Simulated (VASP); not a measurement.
# SnO2 (Cm) in VASP: further runs

SnO2 is run at these levels: PBEsol; tasks: single point.

Everything below comes from runs of VASP 6.6.1. Logs are shortened: lines on timing, memory, paths and dates and some standing lists are left out, and cuts for length are marked.

## 1. The cell of the first run

It takes space group Cm (No. 8, monoclinic). The conventional cell has a = 11.003 Å, b = 4.011 Å, c = 4.011 Å, α = 90.00°, β = 111.38°, γ = 90.00°. Within 2.7 Å of Sn (site symmetry m) lie 6 O at 2.06 to 2.24 Å. Within 2.7 Å of Sn (site symmetry m) lie 6 O at 2.06 to 2.25 Å. O (site symmetry m) has 3 Sn at 2.24 to 2.25 Å and 5 O at 2.50 to 2.80 Å within 3.0 Å. O (site symmetry m) has 3 Sn at 2.06 to 2.08 Å and 2 O at 2.71 Å within 2.8 Å. Within 2.7 Å of O (site symmetry m) lie 3 Sn at 2.06 to 2.08 Å and 4 O at 2.50 to 2.56 Å. Within 3.0 Å of O (site symmetry m) lie 3 Sn at 2.06 to 2.08 Å and 7 O at 2.56 to 3.00 Å.

## 2. Single point, PBEsol (atom 3 (O) moved by -0.870 Å along [0 1 0] and -0.000 Å along [0 0 1])

Contents of INCAR:

```
  PREC = Accurate
  ENCUT = 520
  EDIFF = 1E-7
  ISMEAR = 0
  SIGMA = 0.05
  LREAL = False
  LASPH = True
  NELM = 60
  ALGO = Normal
  ISIF = 2
  LWAVE = False
  LCHARG = False
  GGA = PS
  NBANDS = 35
  LUSENCCL = False
```

Contents of KPOINTS:

```
regular mesh
0
Gamma
  10 10 10
```

Contents of POSCAR:

```
SnO2
1.0
   -2.0054999738      2.0054999738      5.1227446880
    2.0054999738     -2.0054999738      5.1227446880
    2.0054999738      2.0054999738     -5.1227446880
Sn O
2 4
Direct
    0.7500000000      0.2500000000      0.5000000000
    0.0000000000      0.0000000000      0.0000000000
    0.5801777032      0.7970812214     -0.2169035182
    0.9529187786      0.4529187786      0.5000000000
    0.2029187786      0.2029187786      0.0000000000
    0.5470812214      0.0470812214      0.5000000000
```

Potentials or basis: VASP PAW PBE potentials, release 64 (Sn_d, O).

The run is started by

```console
> cat potpaw_PBE.64/Sn_d/POTCAR potpaw_PBE.64/O/POTCAR > POTCAR
> mpirun -np 1 vasp_std > vasp.out
```

OUTCAR:

```text
PREC = Accurate
   ENCUT = 520
   EDIFF = 1E-7
   ISMEAR = 0
   LREAL = False
   LASPH = True
   NELM = 60
   ISIF = 2
   GGA = PS

 ion  position               nearest neighbor table
   1  0.750  0.250  0.500-   5 2.06   5 2.06   6 2.08   4 2.08   3 2.24   3 2.24   2 3.25   2 3.25
                             2 3.25   2 3.25
   2  0.000  0.000  0.000-   6 2.06   4 2.06   6 2.06   4 2.06   5 2.08   3 2.25   1 3.25   1 3.25
                             1 3.25   1 3.25
   3  0.580  0.797  0.783-   1 2.24   1 2.24   2 2.25
   4  0.953  0.453  0.500-   2 2.06   2 2.06   1 2.08
   5  0.203  0.203  0.000-   1 2.06   1 2.06   2 2.08
   6  0.547  0.047  0.500-   2 2.06   2 2.06   1 2.08

  LATTYP: Found a body centered tetragonal cell.
 ALAT       =     4.0109999476
 C/A-ratio  =     2.5543479207

  Lattice vectors:

 A1 = (  -2.0054999738,   2.0054999738,   5.1227446880)
 A2 = (   2.0054999738,  -2.0054999738,   5.1227446880)
 A3 = (   2.0054999738,   2.0054999738,  -5.1227446880)

Analysis of symmetry for initial positions (statically):
=====================================================================
 Subroutine PRICEL returns:
 Original cell was already a primitive cell.

 Routine SETGRP: Setting up the symmetry group for a
 body centered tetragonal supercell.

 Subroutine GETGRP returns: Found  2 space group operations
 (whereof  2 operations were pure point group operations)
 out of a pool of 16 trial point group operations.

The static configuration has the point symmetry C_1h.

Analysis of symmetry for dynamics (positions and initial velocities):
=====================================================================
 Subroutine PRICEL returns:
 Original cell was already a primitive cell.

 Routine SETGRP: Setting up the symmetry group for a
 body centered tetragonal supercell.

 Subroutine GETGRP returns: Found  2 space group operations
 (whereof  2 operations were pure point group operations)
 out of a pool of 16 trial point group operations.

The dynamic configuration has the point symmetry C_1h.

 Subroutine INISYM returns: Found  2 space group operations
 (whereof  2 operations are pure point group operations),
 and found     1 'primitive' translations

----------------------------------------------------------------------------------------

                                     Primitive cell

  volume of cell :      82.4153

  direct lattice vectors                    reciprocal lattice vectors
    -2.005499974  2.005499974  5.122744688     0.000000000  0.249314389  0.097603927
     2.005499974 -2.005499974  5.122744688     0.249314389  0.000000000  0.097603927
     2.005499974  2.005499974 -5.122744688     0.249314389  0.249314389  0.000000000

  length of vectors
     5.855473800  5.855473800  5.855473800     0.267739035  0.267739035  0.352583790

  position of ions in fractional coordinates (direct lattice)
     0.750000000  0.250000000  0.500000000
     0.000000000  0.000000000  0.000000000
     0.580177703  0.797081221  0.783096482
     0.952918779  0.452918779  0.500000000
     0.202918779  0.202918779  0.000000000
     0.547081221  0.047081221  0.500000000

  ion indices of the primitive-cell ions
   primitive index   ion index
                 1           1
                 2           2
                 3           3
                 4           4
                 5           5
                 6           6

----------------------------------------------------------------------------------------

 KPOINTS: regular mesh

Automatic generation of k-mesh.
 Grid dimensions read from file:
 generate k-points for:   10   10   10

 Generating k-lattice:

  Cartesian coordinates                     Fractional coordinates (reciprocal lattice)
     0.000000000  0.024931439  0.009760393     0.100000000  0.000000000  0.000000000
     0.024931439  0.000000000  0.009760393     0.000000000  0.100000000  0.000000000
     0.024931439  0.024931439  0.000000000     0.000000000  0.000000000  0.100000000

  Length of vectors
     0.026773904  0.026773904  0.035258379

  Shift w.r.t. Gamma in fractional coordinates (k-lattice)
     0.000000000  0.000000000  0.000000000

 Subroutine IBZKPT returns following result:
 ===========================================

 Found    282 irreducible k-points:

 Following reciprocal coordinates:
            Coordinates               Weight
  0.000000  0.000000  0.000000      1.000000
  0.100000  0.000000  0.000000      2.000000
  0.000000  0.100000  0.000000      4.000000
  0.000000  0.100000 -0.100000      2.000000
  0.200000  0.000000  0.000000      2.000000
  0.000000  0.200000  0.000000      4.000000
[... 16 lines left out ...]
  0.300000  0.100000  0.000000      4.000000
  0.000000  0.400000 -0.100000      4.000000
 [... further k-points ...]
   k-points           NKPTS =    282   k-points in BZ     NKDIM =    282   number of bands    NBANDS=     35
   number of dos      NEDOS =    301   number of ions     NIONS =      6
   total plane-waves  NPLWV = 110592
   dimension x,y,z NGX =    48 NGY =   48 NGZ =   48
   dimension x,y,z NGXF=    96 NGYF=   96 NGZF=   96
   ions per type =               2   4
   NGX,Y,Z   is equivalent  to a cutoff of  13.63, 13.63, 13.63 a.u.
   NGXF,Y,Z  is equivalent  to a cutoff of  27.26, 27.26, 27.26 a.u.
 SYSTEM =  unknown system
   PREC   = accura    normal or accurate (medium, high low for compatibility)
   ISTART =      0    job   : 0-new  1-cont  2-samecut
   ICHARG =      2    charge: 1-file 2-atom 10-const
   ISPIN  =      1    spin polarized calculation?
   LNONCOLLINEAR =      F non collinear calculations
   LSORBIT =      F    spin-orbit coupling
   LASPH  =      T    aspherical Exc in radial PAW
   ENCUT  =  520.0 eV  38.22 Ry    6.18 a.u.  10.89 10.89 10.89*2*pi/ulx,y,z
   NELM   =     60;   NELMIN=  2; NELMDL= -5     # of ELM steps
   EDIFF  = 0.1E-06   stopping-criterion for ELM
   LREAL  =      F    real-space projection
   EDIFFG = 0.1E-05   stopping-criterion for IOM
   NSW    =      0    number of steps for IOM
   IBRION =     -1    ionic relax: 0-MD 1-quasi-New 2-CG
   NFREE  =      0    steps in history (QN), initial steepest desc. (CG)
   ISIF   =      2    stress and relaxation
   ISYM   =      2    0-nonsym 1-usesym 2-fastsym
   POTIM  = 0.5000    time-step for ionic-motion
   TEBEG  =    0.0;   TEEND  =   0.0 temperature during run
   PSTRESS=    0.0 pullay stress
   NELECT =      52.0000    total number of electrons
   NUPDOWN=      -1.0000    fix difference up-down
   EMIN   =  10.00;   EMAX   =-10.00  energy-range for DOS
   EFERMI =   0.00;   METHOD = LEGACY
   ISMEAR =     0;   SIGMA  =   0.05  broadening in eV -4-tet -1-fermi 0-gaus
   EFERMI_NEDOS =   21; number of points for ismear=-14 and -15
   IALGO  =     38    algorithm
   IMIX   =      4    mixing-type and parameters
     AMIX     =   0.40;   BMIX     =  1.00
     AMIX_MAG =   1.60;   BMIX_MAG =  1.00
  volume/ion in A,a.u.               =      13.74        92.69
  Fermi-wavevector in a.u.,A,eV,Ry     =   1.404128  2.653417 26.824901  1.971575
  Thomas-Fermi vector in A             =   2.526720
   LORBIT       =      0    0 simple, 1 ext, 2 COOP (PROOUT), +10 PAW based schemes
   GGA     = PS    functional components
   LHFCALC =     F    Hartree Fock is set to
   AEXX    =    0.0000 exact exchange contribution
   IVDW    =     0    specifies the selected vdW correction
   LEPSILON=     F    determine dielectric tensor
   LRPA    =     F    only Hartree local field effects (RPA)
 non-spin polarized calculation
 Gauss-broadening in eV      SIGMA  =   0.05
  energy-cutoff  :      520.00
  volume of cell :       82.42
 maximum number of plane-waves:      2260
 NGX is ok and might be reduce to    48
   NGX = 21   NGY = 21   NGZ = 21

 number of electron      52.0000004 magnetization

 Free energy of the ion-electron system (eV)
  ---------------------------------------------------
  ext. energy  EPLUGINS =         0.00000000
  ---------------------------------------------------
  free energy    TOTEN  =       -37.89403263 eV

  energy without entropy =      -37.89403263  energy(sigma->0) =      -37.89403263

 E-fermi :   4.7454     XC(G=0): -10.6226

 val. band max:        4.4728907781   @ k =   0.5000   0.5000   0.0000
 cond. band min:       5.2972558671   @ k =   0.0000   0.0000   0.0000
 fundamental gap:      0.8243650890
 Fermi energy:         4.7454175179

 k-point     1 :       0.0000    0.0000    0.0000
  band No.  band energies     occupation
      1     -16.4813      2.00000
      2     -16.3611      2.00000
      3     -16.0578      2.00000
      4     -15.7086      2.00000
      5     -15.6759      2.00000
      6     -15.6718      2.00000
[... 27 lines left out ...]
     34      15.6613      0.00000
     35      16.7884      0.00000

 k-point     2 :       0.1000    0.0000    0.0000
  band No.  band energies     occupation
      1     -16.4773      2.00000
      2     -16.3270      2.00000
      3     -16.0470      2.00000
      4     -15.7100      2.00000
      5     -15.6777      2.00000
      6     -15.6672      2.00000
[... 27 lines left out ...]
     34      15.5335      0.00000
     35      16.5337      0.00000

 k-point     3 :       0.0000    0.1000    0.0000
  band No.  band energies     occupation
      1     -16.4724      2.00000
      2     -16.3487      2.00000
      3     -16.0495      2.00000
      4     -15.7116      2.00000
      5     -15.6775      2.00000
      6     -15.6704      2.00000
[... 27 lines left out ...]
     34      15.4710      0.00000
     35      16.6748      0.00000
[... 723 lines left out ...]
 k-point    23 :       0.3000    0.1000    0.0000
  band No.  band energies     occupation
      1     -16.4456      2.00000
      2     -16.1299      2.00000
      3     -15.9685      2.00000
      4     -15.7043      2.00000
      5     -15.6831      2.00000
      6     -15.6313      2.00000
[... 27 lines left out ...]
     34      15.5640      0.00000
     35      16.0121      0.00000

 k-point    24 :       0.0000    0.4000   -0.1000
  band No.  band energies     occupation
      1     -16.4446      2.00000
      2     -16.2418      2.00000
      3     -15.9582      2.00000
      4     -15.7150      2.00000
      5     -15.7055      2.00000
      6     -15.6488      2.00000
[... 27 lines left out ...]
     34      15.8086      0.00000
     35      15.9607      0.00000

 [... further k-points ...]
[... 5 lines left out ...]
  --------------------------------------------------------------------------------------
  -------------------------------------------------------------------------------------
  Total       -1.2282390     -1.9347627     -0.2615044      0.0000000      0.6396113      0.0000000
  in kB      -23.8773115    -37.6123321     -5.0837196      0.0000000     12.4342237      0.0000000
  external PRESSURE =     -22.1911211 kB  Pullay stress =       0.0000000 kB

 VOLUME and BASIS-vectors are now :
 -----------------------------------------------------------------------------
  energy-cutoff  :      520.00
  volume of cell :       82.42
      direct lattice vectors                 reciprocal lattice vectors
    -2.005499974  2.005499974  5.122744688     0.000000000  0.249314389  0.097603927
     2.005499974 -2.005499974  5.122744688     0.249314389  0.000000000  0.097603927
     2.005499974  2.005499974 -5.122744688     0.249314389  0.249314389  0.000000000

 POSITION                                       TOTAL-FORCE (eV/Angst)
 -----------------------------------------------------------------------------------
      0.00000      2.00550      2.56137         0.000000     -1.236738      0.424401
      0.00000      0.00000      0.00000         0.000000     -0.789939     -0.550141
      2.00550      1.13550      3.04374         0.000000      3.614776      0.684317
      0.00000      2.00550      4.64037        -0.000000      0.535161     -0.288380
      0.00000      0.00000      2.07900        -0.000000     -1.757871     -0.586464
      0.00000      2.00550      0.48237         0.000000     -0.365390      0.316267
 -----------------------------------------------------------------------------------
    total drift:                                0.000000      0.000077     -0.000059

  FREE ENERGIE OF THE ION-ELECTRON SYSTEM (eV)
  ---------------------------------------------------
  free  energy   TOTEN  =       -37.8940326275 eV

  energy  without entropy=      -37.8940326275  energy(sigma->0) =      -37.89403263
```

Run time: 18 min. Hardware: 1 × NVIDIA H100 80GB with 1 thread of AMD EPYC 7R13 (Zen 3), shared host; peak memory 1.8 GiB.

What came out:

| Item | Value |
| --- | --- |
| Free energy | -37.8940 eV |
| Pressure | -2.2 GPa |
| Largest force | 3.679 eV/Å |
| Band gap on the k mesh | 0.82 eV (least direct gap 1.08 eV) |

Forces in eV/Å, atoms in the order of the input:
```
Sn   0.000 -1.237  0.424
Sn   0.000 -0.790 -0.550
O    0.000  3.615  0.684
O    0.000  0.535 -0.288
O    0.000 -1.758 -0.586
O    0.000 -0.365  0.316
```

Caveat: the cell differs from its parent crystal (atom 3 (O) moved by -0.870 Å along [0 1 0] and -0.000 Å along [0 0 1]); the PAW data sets were made with another functional, which shifts forces and pressure a little; spin-orbit coupling is left out, which moves the levels of the heavy elements. A k mesh can miss the band edges.

## 3. Single point, PBEsol (atom 3 (O) moved by -0.870 Å along [0 1 0] and -0.580 Å along [0 0 1])

Contents of INCAR:

```
SYSTEM = SnO2
PREC = Accurate ; ENCUT = 520
EDIFF = 1E-7 ; ISMEAR = 0
SIGMA = 0.05 ; LREAL = .FALSE.
LASPH = .TRUE. ; NELM = 80
ALGO = Normal ; ISIF = 2
LWAVE = .FALSE. ; LCHARG = .FALSE.
GGA = PS ; NBANDS = 35
LUSENCCL = .FALSE.
```

Contents of KPOINTS:

```
Automatic mesh
0
G
  10 10 10
  0 0 0
```

POSCAR: that of step 2 with these lines changed.

```diff
@@ -10,3 +10,3 @@
     0.0000000000      0.0000000000      0.0000000000
-    0.5801777032      0.7970812214     -0.2169035182
+    0.5235674254      0.7404709436     -0.2169035182
     0.9529187786      0.4529187786      0.5000000000
```

Potentials or basis: VASP PAW PBE potentials, release 64 (Sn_d, O).

The run is started by

```console
> cat potpaw_PBE.64/Sn_d/POTCAR potpaw_PBE.64/O/POTCAR > POTCAR
> mpirun -np 1 vasp_std > vasp.out
```

It took 15 min on 1 × NVIDIA H100 80GB with 1 thread of AMD EPYC 7R13 (Zen 3), shared host; peak memory 1.8 GiB.

The run converged. Its results:

* Free energy: -36.7903 eV
* Pressure: -1.4 GPa
* Largest force: 4.467 eV/Å
* Band gap on the k mesh: 0.05 eV (least direct gap 0.21 eV)

Forces in eV/Å, atoms in the order of the input:
```
Sn   0.000 -0.892 -0.855
Sn   0.000 -0.484  0.876
O    0.000  3.598  2.647
O    0.000  0.164 -0.884
O    0.000 -2.350 -0.600
O    0.000 -0.036 -1.184
```

Stress tensor (GPa, compression positive):
```
-1.19  0.00  0.00
 0.00 -2.77 -1.36
 0.00 -1.36 -0.30
```

Levels at points of the mesh, in eV from the valence-band top:
| k point | band 22 | band 23 | band 24 | band 25 | band 26 | band 27 | band 28 | band 29 | band 30 | band 31 |
| --- | --- | --- | --- | --- | --- | --- | --- | --- | --- | --- |
| (0.00, 0.00, 0.00) | -2.15 | -1.81 | -1.69 | -0.74 | -0.16 | 0.05 | 3.26 | 6.92 | 7.84 | 8.09 |
| (0.50, 0.00, 0.00) | -1.99 | -1.79 | -1.69 | -0.95 | -0.86 | 1.70 | 4.33 | 6.16 | 7.25 | 7.99 |
| (0.00, 0.50, 0.00) | -2.37 | -2.34 | -1.16 | -1.05 | -0.65 | 3.04 | 3.94 | 4.97 | 6.76 | 8.00 |
| (0.00, 0.50, 0.50) | -1.92 | -1.83 | -1.54 | -0.91 | -0.77 | 1.72 | 4.34 | 6.02 | 7.85 | 8.07 |
| (0.50, 0.50, 0.00) | -2.10 | -1.59 | -0.84 | -0.75 | -0.10 | 3.80 | 3.88 | 5.84 | 6.46 | 6.98 |
| (0.50, 0.50, 0.50) | -2.29 | -1.81 | -1.71 | -1.18 | -0.21 | 0.80 | 2.79 | 5.83 | 7.42 | 7.94 |

Caveat: the cell differs from its parent crystal (atom 3 (O) moved by -0.870 Å along [0 1 0] and -0.580 Å along [0 0 1]); semilocal functionals underestimate gaps, and a narrow one can read as zero; the PAW data sets were made with another functional, which shifts forces and pressure a little; spin-orbit coupling is left out, which moves the levels of the heavy elements. A k mesh can miss the band edges.

## 4. Single point, PBEsol (atom 3 (O) moved by -0.290 Å along [0 1 0] and +0.580 Å along [0 0 1])

Contents of INCAR:

```
SYSTEM = SnO2
  ALGO = Normal
  EDIFF = 1E-6
  ENCUT = 520
  GGA = PS
  ISIF = 2
  ISMEAR = 0
  LASPH = .True.
  LCHARG = .False.
  LREAL = .False.
  LUSENCCL = .False.
  LWAVE = .False.
  NBANDS = 35
  NELM = 80
  PREC = Accurate
  SIGMA = 0.05
```

Contents of KPOINTS:

```
k-points
0
Gamma
  10 10 10
  0 0 0
```

POSCAR: that of step 3 with these lines changed.

```diff
@@ -10,3 +10,3 @@
     0.0000000000      0.0000000000      0.0000000000
-    0.5235674254      0.7404709436     -0.2169035182
+    0.7813903265      0.8536914992     -0.0723011727
     0.9529187786      0.4529187786      0.5000000000
```

The run is started by

```console
> cat potpaw_PBE.64/Sn_d/POTCAR potpaw_PBE.64/O/POTCAR > POTCAR
> mpirun -np 1 vasp_std > vasp.out
```

It took 12 min on 1 × NVIDIA H100 80GB with 1 thread of AMD EPYC 7R13 (Zen 3), shared host; peak memory 1.8 GiB.

It converged, with:

| Item | Value |
| --- | --- |
| Free energy | -33.5000 eV |
| Pressure | 28.9 GPa |
| Largest force | 29.108 eV/Å |
| Band gap on the k mesh | 0.88 eV (least direct gap 1.38 eV) |

Forces on the atoms (eV/Å):
```
Sn    0.000  -0.599   1.989
Sn    0.000   4.616  23.475
O     0.000  -3.963 -28.837
O     0.000   0.685   1.150
O     0.000  -0.363   0.502
O     0.000  -0.377   1.720
```

Stress tensor (GPa, compression positive):
```
 9.57  0.00  0.00
 0.00  7.46 15.31
 0.00 15.31 69.56
```

Levels at points of the mesh, in eV from the valence-band top:
| k point | band 22 | band 23 | band 24 | band 25 | band 26 | band 27 | band 28 | band 29 | band 30 | band 31 |
| --- | --- | --- | --- | --- | --- | --- | --- | --- | --- | --- |
| (0.00, 0.00, 0.00) | -1.87 | -1.38 | -1.23 | -0.51 | -0.50 | 0.88 | 5.70 | 7.74 | 8.19 | 8.59 |
| (0.50, 0.00, 0.00) | -1.52 | -1.29 | -1.06 | -0.91 | -0.78 | 3.83 | 6.40 | 6.78 | 7.04 | 8.08 |
| (0.00, 0.50, 0.00) | -1.74 | -1.66 | -1.02 | -0.60 | -0.42 | 2.63 | 5.59 | 5.94 | 8.41 | 8.84 |
| (0.00, 0.50, 0.50) | -1.53 | -1.53 | -1.08 | -0.90 | -0.75 | 3.88 | 6.13 | 6.56 | 7.39 | 8.01 |
| (0.50, 0.50, 0.00) | -1.41 | -1.23 | -1.00 | -0.65 | -0.33 | 4.41 | 5.08 | 7.04 | 8.06 | 8.18 |
| (0.50, 0.50, 0.50) | -2.14 | -1.77 | -1.56 | -0.65 | -0.52 | 2.86 | 5.18 | 6.62 | 7.43 | 7.63 |

Caveat: the cell differs from its parent crystal (atom 3 (O) moved by -0.290 Å along [0 1 0] and +0.580 Å along [0 0 1]); the stress differs along the axes, from 7 to 70 GPa; the PAW data sets were made with another functional, which shifts forces and pressure a little; spin-orbit coupling is left out, which moves the levels of the heavy elements. A k mesh can miss the band edges.

(Continued in part 2 of 2.)
